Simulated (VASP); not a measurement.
# Al7As8 (a cell with a defect) in VASP: notebook

Runs on Al7As8 (a cell with a defect). Level: PBE. Tasks: single point, relaxation of the atoms.

Everything below comes from runs of VASP 6.6.1. Logs are shortened: lines on timing, memory, paths and dates and some standing lists are left out, and cuts for length are marked.

### Step 1. The cell of the first run

The cell holds a defect, 15 atoms: a = 8.100 Å, b = 8.100 Å, c = 8.100 Å, α = 60.00°, β = 60.00°, γ = 60.00°.

### Step 2. Single point, PBE, collinear spin (atoms taken out, then relaxed in part)

Input file INCAR:

```
PREC = Accurate
ENCUT = 520
EDIFF = 1E-6
ISMEAR = 0
SIGMA = 0.01
LREAL = Auto
LASPH = T
NELM = 150
ALGO = Normal
ISIF = 2
LWAVE = F
LCHARG = T
ISPIN = 2
MAGMOM = 0 0 0 0 0 0 0 0.25 0 0 0 0.25 0.25 0.25 0
LORBIT = 11
GGA = PE
LELF = T
LVHAR = T
NBANDS = 48
NELECT = 63.0
```

Input file KPOINTS:

```
regular mesh
0
Gamma
  3 3 3
```

Input file POSCAR:

```
Al7As8
1.0
    0.0000000000      5.7279123196     -5.7279123196
    5.7279123196      5.7279123196      0.0000000000
    5.7279123196      0.0000000000     -5.7279123196
Al As
7 8
Direct
    0.0099358675      0.4900641325      0.5099358675
    0.4900641325      0.0099358675      0.5099358675
    0.4900641325      0.4900641325      0.5099358675
    0.0099358675      0.0099358675      0.9900641325
    0.0099358675      0.4900641325      0.9900641325
    0.4900641325      0.0099358675      0.9900641325
    0.5000000000      0.5000000000      1.0000000000
    0.1164411182      0.1164411182      0.1506766454
    0.1217709869      0.6260763377      0.1260763377
    0.6260763377      0.1217709869      0.1260763377
    0.6260763377      0.6260763377      0.1260763377
    0.1164411182      0.1164411182      0.6164411182
    0.1164411182      0.6506766454      0.6164411182
    0.6506766454      0.1164411182      0.6164411182
    0.6260763377      0.6260763377      0.6217709869
```

Potentials or basis: VASP PAW PBE potentials, release 64 (Al, As).

The run is started by

```sh
cat potpaw_PBE.64/Al/POTCAR potpaw_PBE.64/As/POTCAR > POTCAR
mpirun -np 1 vasp_std > vasp.out
```

OUTCAR:

```text
PREC = Accurate
   ENCUT = 520
   EDIFF = 1E-6
   ISMEAR = 0
   LREAL = Auto
   LASPH = T
   NELM = 150
   ISIF = 2
   ISPIN = 2
   LORBIT = 11
   GGA = PE
   NELECT = 63.0

 ion  position               nearest neighbor table
   1  0.010  0.490  0.510-  12 2.48  13 2.48   9 2.54  15 2.54
   2  0.490  0.010  0.510-  12 2.48  14 2.48  10 2.54  15 2.54
   3  0.490  0.490  0.510-  13 2.48  14 2.48  11 2.54  15 2.54
   4  0.010  0.010  0.990-   8 2.48  12 2.48  10 2.54   9 2.54
   5  0.010  0.490  0.990-   8 2.48  13 2.48  11 2.54   9 2.54
   6  0.490  0.010  0.990-   8 2.48  14 2.48  11 2.54  10 2.54
   7  0.500  0.500  0.000-  11 2.50  10 2.50   9 2.50  15 2.50
   8  0.116  0.116  0.151-   4 2.48   5 2.48   6 2.48
   9  0.122  0.626  0.126-   7 2.50   4 2.54   5 2.54   1 2.54
  10  0.626  0.122  0.126-   7 2.50   4 2.54   6 2.54   2 2.54
  11  0.626  0.626  0.126-   7 2.50   5 2.54   6 2.54   3 2.54
  12  0.116  0.116  0.616-   1 2.48   2 2.48   4 2.48
  13  0.116  0.651  0.616-   1 2.48   3 2.48   5 2.48
  14  0.651  0.116  0.616-   2 2.48   3 2.48   6 2.48
  15  0.626  0.626  0.622-   7 2.50   2 2.54   3 2.54   1 2.54

  LATTYP: Found a face centered cubic cell.
 ALAT       =    11.4558246392

  Lattice vectors:

 A1 = (   0.0000000000,   5.7279123196,  -5.7279123196)
 A2 = (   5.7279123196,   5.7279123196,   0.0000000000)
 A3 = (   5.7279123196,   0.0000000000,  -5.7279123196)

Analysis of symmetry for initial positions (statically):
=====================================================================
 Subroutine PRICEL returns:
 Original cell was already a primitive cell.

 Routine SETGRP: Setting up the symmetry group for a
 face centered cubic supercell.

 Subroutine GETGRP returns: Found 24 space group operations
 (whereof  4 operations were pure point group operations)
 out of a pool of 48 trial point group operations.

The static configuration has the point symmetry C_2v.
 The point group associated with its full space group is T_d .

Analysis of symmetry for dynamics (positions and initial velocities):
=====================================================================
 Subroutine PRICEL returns:
 Original cell was already a primitive cell.

 Routine SETGRP: Setting up the symmetry group for a
 face centered cubic supercell.

 Subroutine GETGRP returns: Found 24 space group operations
 (whereof  4 operations were pure point group operations)
 out of a pool of 48 trial point group operations.

The dynamic configuration has the point symmetry C_2v.
 The point group associated with its full space group is T_d .

Analysis of structural, dynamic, and magnetic symmetry:
=====================================================================
 Subroutine PRICEL returns:
 Original cell was already a primitive cell.

 Routine SETGRP: Setting up the symmetry group for a
 face centered cubic supercell.

 Subroutine GETGRP returns: Found 24 space group operations
 (whereof  4 operations were pure point group operations)
 out of a pool of 48 trial point group operations.

The overall configuration has the point symmetry C_2v.
 The point group associated with its full space group is T_d .

 Subroutine INISYM returns: Found 24 space group operations
 (whereof  4 operations are pure point group operations),
 and found     1 'primitive' translations

----------------------------------------------------------------------------------------

                                     Primitive cell

  volume of cell :     375.8539

  direct lattice vectors                    reciprocal lattice vectors
     0.000000000  5.727912320 -5.727912320    -0.087291839  0.087291839 -0.087291839
     5.727912320  5.727912320  0.000000000     0.087291839  0.087291839  0.087291839
     5.727912320  0.000000000 -5.727912320     0.087291839 -0.087291839 -0.087291839

  length of vectors
     8.100491286  8.100491286  8.100491286     0.151193900  0.151193900  0.151193900

  position of ions in fractional coordinates (direct lattice)
     0.009935867  0.490064133  0.509935867
[... 54 lines left out ...]
      5      -6.8624      1.00000
      6      -6.4509      1.00000
[... 173 lines left out ...]
     42       7.4232      0.00000
     43       7.4377      0.00000
 [bands above 43 left out]

------------------------ aborting loop because EDIFF is reached ----------------------------------------

  FORCE on cell =-STRESS in cart. coord.  units (eV):
  Direction    XX          YY          ZZ          XY          YZ          ZX
  --------------------------------------------------------------------------------------
  -------------------------------------------------------------------------------------
  Total       10.8799503     10.8799503     10.8799503      0.0000000      0.0000000     -0.0000000
  in kB       46.3786832     46.3786832     46.3786832      0.0000000      0.0000000     -0.0000000
  external PRESSURE =      46.3786832 kB  Pullay stress =       0.0000000 kB

 VOLUME and BASIS-vectors are now :
 -----------------------------------------------------------------------------
  energy-cutoff  :      520.00
  volume of cell :      375.85
      direct lattice vectors                 reciprocal lattice vectors
     0.000000000  5.727912320 -5.727912320    -0.087291839  0.087291839 -0.087291839
     5.727912320  5.727912320  0.000000000     0.087291839  0.087291839  0.087291839
     5.727912320  0.000000000 -5.727912320     0.087291839 -0.087291839 -0.087291839

 POSITION                                       TOTAL-FORCE (eV/Angst)
 -----------------------------------------------------------------------------------
      5.72791      2.86396     -2.97778         0.000000      0.000000     -0.006421
      2.97778      2.86396     -5.72791         0.006421      0.000000      0.000000
      5.72791      5.61409     -5.72791         0.000000     -0.006421      0.000000
      5.72791      0.11382     -5.72791         0.000000      0.006421      0.000000
      8.47804      2.86396     -5.72791        -0.006421      0.000000      0.000000
      5.72791      2.86396     -8.47804         0.000000      0.000000      0.006421
      2.86396      5.72791     -2.86396        -0.000000      0.000000      0.000000
      1.53003      1.33393     -1.53003        -0.003461      0.003461      0.003461
      4.30826      4.28360     -1.41965        -0.002898      0.002898     -0.002898
      1.41965      4.28360     -4.30826         0.002898      0.002898      0.002898
      4.30826      7.17222     -4.30826        -0.002898     -0.002898      0.002898
      4.19789      1.33393     -4.19789         0.003461      0.003461     -0.003461
      7.25794      4.39398     -4.19789        -0.003461     -0.003461     -0.003461
      4.19789      4.39398     -7.25794         0.003461     -0.003461      0.003461
      7.14756      7.17222     -7.14756         0.002898     -0.002898     -0.002898
 -----------------------------------------------------------------------------------
    total drift:                               -0.000001     -0.000001      0.000001

  FREE ENERGIE OF THE ION-ELECTRON SYSTEM (eV)
  ---------------------------------------------------
  free  energy   TOTEN  =       -61.0387075342 eV

  energy  without entropy=      -61.0374812328  energy(sigma->0) =      -61.03809438

 total charge

# of ion       s       p       d       tot
------------------------------------------
    1        0.415   0.357   0.000   0.772
    2        0.415   0.357   0.000   0.772
    3        0.415   0.357   0.000   0.772
    4        0.415   0.357   0.000   0.772
    5        0.415   0.357   0.000   0.772
    6        0.415   0.357   0.000   0.772
    7        0.411   0.365   0.000   0.776
    8        1.239   1.572   0.023   2.835
    9        1.202   1.652   0.023   2.877
   10        1.202   1.652   0.023   2.877
   11        1.202   1.652   0.023   2.877
   12        1.239   1.572   0.023   2.835
   13        1.239   1.572   0.023   2.835
   14        1.239   1.572   0.023   2.835
   15        1.202   1.652   0.023   2.877
--------------------------------------------------
tot         12.669  15.408   0.184  28.261

 magnetization (x)

# of ion       s       p       d       tot
------------------------------------------
    1       -0.001   0.003   0.000   0.002
    2       -0.001   0.003   0.000   0.002
    3       -0.001   0.003   0.000   0.002
    4       -0.001   0.003   0.000   0.002
    5       -0.001   0.003   0.000   0.002
    6       -0.001   0.003   0.000   0.002
    7       -0.000   0.000   0.000  -0.000
    8        0.006   0.083   0.000   0.090
    9       -0.000   0.005   0.000   0.005
   10       -0.000   0.005   0.000   0.005
   11       -0.000   0.005   0.000   0.005
   12        0.006   0.083   0.000   0.090
   13        0.006   0.083   0.000   0.090
   14        0.006   0.083   0.000   0.090
   15       -0.000   0.005   0.000   0.005
--------------------------------------------------
tot          0.018   0.371   0.001   0.390
```

Run time: 9.5 min. Hardware: 1 thread of Intel Xeon 8259CL, shared host; peak memory 0.67 GiB.

Results:

* Free energy: -61.0387 eV
* Largest force: 0.006 eV/Å
* Net moment: 0.78 μB per cell
* Site moments: Al +0.00, -0.00 (each value once); As +0.09, +0.01 (each value once) μB
* Valence electrons inside the program's atomic spheres: Al 0.77, 0.78 (each value once); As 2.83, 2.88 (each value once)

Forces in eV/Å, atoms in the order of the input:
```
Al   0.000  0.000 -0.006
Al   0.006  0.000  0.000
Al   0.000 -0.006  0.000
Al   0.000  0.006  0.000
Al  -0.006  0.000  0.000
Al   0.000  0.000  0.006
Al   0.000  0.000  0.000
As  -0.003  0.003  0.003
As  -0.003  0.003 -0.003
As   0.003  0.003  0.003
As  -0.003 -0.003  0.003
As   0.003  0.003 -0.003
As  -0.003 -0.003 -0.003
As   0.003 -0.003  0.003
As   0.003 -0.003 -0.003
```

Caveat: the cell carries a net charge on a neutralising background, which shifts energy and pressure; the cell differs from its parent crystal (atoms taken out, then relaxed in part); the cell is charged against a uniform background, so pressure and absolute levels hang on convention; a moment this small can come from the mesh or the smearing.

### Step 3. Relaxation of the atoms, PBE, collinear spin (atoms taken out)

Input file INCAR:

```
SYSTEM = Al7As8
ALGO     = Normal         ! electronic algorithm
EDIFF    = 1E-7           ! SCF threshold, eV
EDIFFG   = -0.025         ! ionic threshold
ENCUT    = 450            ! plane-wave cutoff, eV
GGA      = PE             ! functional
GGA_COMPAT= .FALSE.      
IBRION   = 2              ! ionic algorithm
ISIF     = 2              ! what is computed and relaxed
ISMEAR   = 0              ! smearing method
ISPIN    = 2              ! spin polarisation
KPAR     = 4            
LASPH    = .TRUE.         ! aspherical terms in the spheres
LCHARG   = .FALSE.        ! write CHGCAR
LORBIT   = 11             ! projections on sites
LREAL    = .FALSE.        ! projectors in reciprocal space
LWAVE    = .FALSE.        ! write WAVECAR
MAGMOM   = 0 0 0 0 0 0 0 0.25 0 0 0 0.25 0.25 0.25 0 ! initial moments
NELM     = 200            ! most SCF steps
NELMIN   = 4            
NSW      = 65             ! ionic steps
PREC     = Accurate       ! precision mode
SIGMA    = 0.01           ! smearing width, eV
```

Input file KPOINTS:

```
k-points
0
G
  3 3 3
  0 0 0
```

Input file POSCAR:

```
Al7As8
1.0
    0.0000000000      5.7279123196     -5.7279123196
    5.7279123196      5.7279123196      0.0000000000
    5.7279123196      0.0000000000     -5.7279123196
Al As
7 8
Direct
    0.0000000000      0.5000000000      0.5000000000
    0.5000000000      0.0000000000      0.5000000000
    0.5000000000      0.5000000000      0.5000000000
    0.0000000000      0.0000000000      1.0000000000
    0.0000000000      0.5000000000      1.0000000000
    0.5000000000      0.0000000000      1.0000000000
    0.5000000000      0.5000000000      1.0000000000
    0.1250000000      0.1250000000      0.1250000000
    0.1250000000      0.6250000000      0.1250000000
    0.6250000000      0.1250000000      0.1250000000
    0.6250000000      0.6250000000      0.1250000000
    0.1250000000      0.1250000000      0.6250000000
    0.1250000000      0.6250000000      0.6250000000
    0.6250000000      0.1250000000      0.6250000000
    0.6250000000      0.6250000000      0.6250000000
```

Potentials or basis: VASP PAW PBE potentials, release 64 (Al, As).

The run is started by

```sh
cat potpaw_PBE.64/Al/POTCAR potpaw_PBE.64/As/POTCAR > POTCAR
mpirun -np 4 vasp_std > vasp.out
```

Run time: 4.5 min. Hardware: 4 MPI ranks of Intel Xeon Platinum 8375C at 2.90GHz (Ice Lake), shared host; peak memory 0.61 GiB.

The run converged. Its results:

```yaml
Free_energy: -67.7206 eV
Energy_gained_by_relaxing: 0.3 meV/atom
Ionic_steps: 7
Pressure_after_relaxing: -1.1 GPa
Net_moment: 0.19 μB per cell
Site_moments: Al +0.00; As +0.02, -0.00 (each value once) μB
Valence_electrons_inside_the_program's_atomic_spheres: Al 0.76; As 2.76, 2.87 (each value once)
```

Step by step:
| step | energy change (eV) | largest force (eV/Å) | pressure (GPa) |
| --- | --- | --- | --- |
| 1 | 0.0000 | 0.0886 | -0.82 |
| 2 | -0.0018 | 0.0709 | -0.86 |
| 3 | -0.0032 | 0.0602 | -0.95 |
| 4 | -0.0033 | 0.0439 | -0.93 |
| 5 | -0.0042 | 0.0309 | -0.97 |
| 6 | -0.0051 | 0.0251 | -1.05 |
| 7 | -0.0052 | 0.0010 | -1.06 |

Final structure:
```yaml
crystal:
  lattice:
    - [0.00000, 5.72791, -5.72791]
    - [5.72791, 5.72791, 0.00000]
    - [5.72791, 0.00000, -5.72791]
  atoms:
    - { symbol: Al, position: [0.99991, 0.50009, 0.49991] }
    - { symbol: Al, position: [0.50009, 0.99991, 0.49991] }
    - { symbol: Al, position: [0.50009, 0.50009, 0.49991] }
    - { symbol: Al, position: [0.99991, 0.99991, 0.00009] }
    - { symbol: Al, position: [0.99991, 0.50009, 0.00009] }
    - { symbol: Al, position: [0.50009, 0.99991, 0.00009] }
    - { symbol: Al, position: [0.50000, 0.50000, 0.00000] }
    - { symbol: As, position: [0.12355, 0.12355, 0.12935] }
    - { symbol: As, position: [0.12493, 0.62502, 0.12502] }
    - { symbol: As, position: [0.62502, 0.12493, 0.12502] }
    - { symbol: As, position: [0.62502, 0.62502, 0.12502] }
    - { symbol: As, position: [0.12355, 0.12355, 0.62355] }
    - { symbol: As, position: [0.12355, 0.62935, 0.62355] }
    - { symbol: As, position: [0.62935, 0.12355, 0.62355] }
    - { symbol: As, position: [0.62502, 0.62502, 0.62493] }
```

Levels at points of the mesh, in eV from the Fermi level:
Spin up:
| k point | band 28 | band 29 | band 30 | band 31 | band 32 | band 33 |
| --- | --- | --- | --- | --- | --- | --- |
| (0.00, 0.00, 0.00) | -0.54 | -0.54 | 0.34 | 0.34 | 0.34 | 1.51 |
Spin down:
```tsv
k point	band 26	band 27	band 28	band 29	band 30	band 31	band 32	band 33	band 34	band 35
(0.00, 0.00, 0.00)	-0.97	-0.53	-0.53	-0.53	0.39	0.39	0.39	1.52	1.52	1.52
```

Caveat: the cell differs from its parent crystal (atoms taken out).

### Step 4. Relaxation of the atoms, PBE, collinear spin (atoms taken out)

Input file INCAR:

```
SYSTEM = Al7As8
ALGO = Normal ; EDIFF = 1E-7
EDIFFG = -0.025 ; ENCUT = 450
GGA = PE ; GGA_COMPAT = .False.
IBRION = 2 ; ISIF = 2
ISMEAR = 0 ; ISPIN = 2
KPAR = 4 ; LASPH = .True.
LCHARG = .False. ; LORBIT = 11
LREAL = .False. ; LWAVE = .False.
MAGMOM = 0 0 0 0 0 0 0 0.5 0 0 0 0.5 0.5 0.5 0 ; NELECT = 62.0
NELM = 200 ; NELMIN = 4
NSW = 65 ; PREC = Accurate
SIGMA = 0.01
```

Input file KPOINTS:

```
k-points
0
Gamma
  3 3 3
  0 0 0
```

Input file POSCAR:

```
Al7As8
1.0
    0.0000000000      5.7279123196     -5.7279123196
    5.7279123196      5.7279123196      0.0000000000
    5.7279123196      0.0000000000     -5.7279123196
Al As
7 8
Direct
   -0.0002090213      0.5002090213      0.4997909787
    0.5002090213     -0.0002090213      0.4997909787
    0.5002090213      0.5002090213      0.4997909787
   -0.0002090213     -0.0002090213      1.0002090213
   -0.0002090213      0.5002090213      1.0002090213
    0.5002090213     -0.0002090213      1.0002090213
    0.5000000000      0.5000000000      1.0000000000
    0.1240831169      0.1240831169      0.1277506493
    0.1250551394      0.6249816202      0.1249816202
    0.6249816202      0.1250551394      0.1249816202
    0.6249816202      0.6249816202      0.1249816202
    0.1240831169      0.1240831169      0.6240831169
    0.1240831169      0.6277506493      0.6240831169
    0.6277506493      0.1240831169      0.6240831169
    0.6249816202      0.6249816202      0.6250551394
```

The run is started by

```sh
cat potpaw_PBE.64/Al/POTCAR potpaw_PBE.64/As/POTCAR > POTCAR
mpirun -np 4 vasp_std > vasp.out
```

Run time: 4 min. Hardware: 4 MPI ranks of AMD EPYC 7R13 (Zen 3), shared host; peak memory 0.61 GiB.

The run converged. Its results:

```
Free energy                                           : -64.4408 eV
Energy gained by relaxing                             : 9.2 meV/atom
Ionic steps                                           : 6
Largest force after relaxing                          : 0.007 eV/Å
Net moment                                            : 1.19 μB per cell
Site moments                                          : Al +0.00; As +0.14, +0.00 (each value once) μB
Valence electrons inside the program's atomic spheres : Al 0.77; As 2.80, 2.88 (each value once)
```

Forces in eV/Å, atoms in the order of the input:
```
Al   0.000  0.000 -0.005
Al   0.005  0.000  0.000
Al   0.000 -0.005  0.000
Al   0.000  0.005  0.000
Al  -0.005  0.000  0.000
Al   0.000  0.000  0.005
Al   0.000  0.000  0.000
As   0.002 -0.002 -0.002
As  -0.004  0.004 -0.004
As   0.004  0.004  0.004
As  -0.004 -0.004  0.004
As  -0.002 -0.002  0.002
As   0.002  0.002  0.002
As  -0.002  0.002 -0.002
As   0.004 -0.004 -0.004
```

Step by step:
| step | energy change (eV) | largest force (eV/Å) | pressure (GPa) |
| --- | --- | --- | --- |
| 1 | 0.0000 | 0.5004 | 2.45 |
| 2 | -0.0706 | 0.2716 | 2.35 |
| 3 | -0.1072 | 0.2546 | 2.23 |
| 4 | -0.1235 | 0.1744 | 2.06 |
| 5 | -0.1365 | 0.0694 | 1.74 |
| 6 | -0.1376 | 0.0069 | 1.71 |

Final structure:
```
Al As
1.0
     0.00000    5.72791   -5.72791
     5.72791    5.72791    0.00000
     5.72791    0.00000   -5.72791
Al As
7 8
Direct
  0.00469 0.49531 0.50469
  0.49531 0.00469 0.50469
  0.49531 0.49531 0.50469
  0.00469 0.00469 0.99531
  0.00469 0.49531 0.99531
  0.49531 0.00469 0.99531
  0.50000 0.50000 0.00000
  0.11950 0.11950 0.14150
  0.12298 0.62567 0.12567
  0.62567 0.12298 0.12567
  0.62567 0.62567 0.12567
  0.11950 0.11950 0.61950
  0.11950 0.64150 0.61950
  0.64150 0.11950 0.61950
  0.62567 0.62567 0.62298
```

Levels at points of the mesh, in eV from the Fermi level:
Spin up:
```csv
k point,band 29,band 30,band 31,band 32,band 33,band 34
"(0.00, 0.00, 0.00)",-0.61,0.16,0.16,0.16,1.33,1.33
```
Spin down:
```
           k point  band 26  band 27  band 28  band 29  band 30  band 31  band 32  band 33  band 34  band 35
(0.00, 0.00, 0.00)    -0.92    -0.54    -0.54    -0.54     0.44     0.44     0.44     1.35     1.35     1.35
```

Caveat: the cell carries a net charge on a neutralising background, which shifts energy and pressure; the cell differs from its parent crystal (atoms taken out); the cell is charged against a uniform background, so pressure and absolute levels hang on convention; a moment this small can come from the mesh or the smearing.
